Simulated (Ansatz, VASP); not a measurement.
**Two plane-wave programs on AgCl**

The input POSCAR:

```
AgCl
1.0
    2.8147764300      2.8147764300      0.0000000000
   -2.8147764300      2.8147764300      0.0000000000
    0.0000000000      2.8147764300      2.8147764300
Ag Cl
1 1
Direct
    0.0000000000      0.0000000000      0.0000000000
    0.5000000000      0.5000000000      0.0000000000
```

The input INCAR.step1:

```
PREC = Accurate
ENCUT = 520
ISMEAR = 0
SIGMA = 0.01
LREAL = False
LASPH = True
NELM = 60
NBANDS = 16
GGA = PE
ALGO = Normal
EDIFF = 1E-4
LWAVE = True
LCHARG = False
```

INCAR.step2

```
PREC = Accurate
ENCUT = 520
EDIFF = 1E-6
ISMEAR = 0
SIGMA = 0.01
LREAL = False
LASPH = True
NELM = 60
ALGO = Normal
ISIF = 2
LWAVE = False
LCHARG = False
METAGGA = R2SCAN
LMIXTAU = True
NBANDS = 16
ISTART = 1
```

The input KPOINTS:

```
regular mesh
0
Gamma
  8 8 8
```

Input for Ansatz:

```yaml
crystal:
  lattice:
    - [2.81477642995, 2.81477642995, 0.0]
    - [-2.81477642995, 2.81477642995, 0.0]
    - [0.0, 2.81477642995, 2.81477642995]
  atoms:
    - { symbol: Ag, position: [0.0, 0.0, 0.0] }
    - { symbol: Cl, position: [0.5, 0.5, 0.0] }
kpoints:
  mp_grid: { grid: [8, 8, 8] }
scf:
  occupations: { method: fixed }
  convergence: { dr2_threshold: 1.0e-10 }
hamiltonian:
  xc: r2scan
  pseudopotentials: { kind: paw }
output:
  forces: true
  stress: true
  eigenstates:
    kpoints:
      - [0.0, 0.0, 0.0]
      - [0.5, 0.0, 0.0]
      - [0.0, 0.5, 0.5]
      - [0.0, -0.5, 0.0]
      - [0.5, 0.0, 0.5]
      - [-0.5, -0.5, -0.5]
      - [-0.5, 0.5, 0.0]
      - [0.0, 0.0, -0.5]
  eigenvalues: true
```

Alike in both runs: task single point; functional r2SCAN; k mesh 8 × 8 × 8; no spin polarisation.

```csv
,VASP,Ansatz
version,VASP 6.6.1,Ansatz 0.2.0
potentials or method,"VASP PAW PBE potentials, release 64 (Ag, Cl)","PAW with Ansatz's default frozen-core files, scalar-relativistic"
plane-wave cutoff (eV),520,500
occupations,"gaussian, width 0.01 eV",fixed
valence electrons in the cell,18,26
```

|  | VASP | Ansatz | Ansatz less VASP |
| --- | --- | --- | --- |
| gap on the k mesh at the Fermi level (eV) | 1.43 | 1.48 | +0.052 |
| pressure (GPa) | -2.1 | -2.0 | +0.08 |

VASP's potentials were made for PBE, not for r2SCAN. VASP's potentials hold 18 valence electrons a cell and Ansatz's 26, so a difference there can come from the potentials and not from the codes.
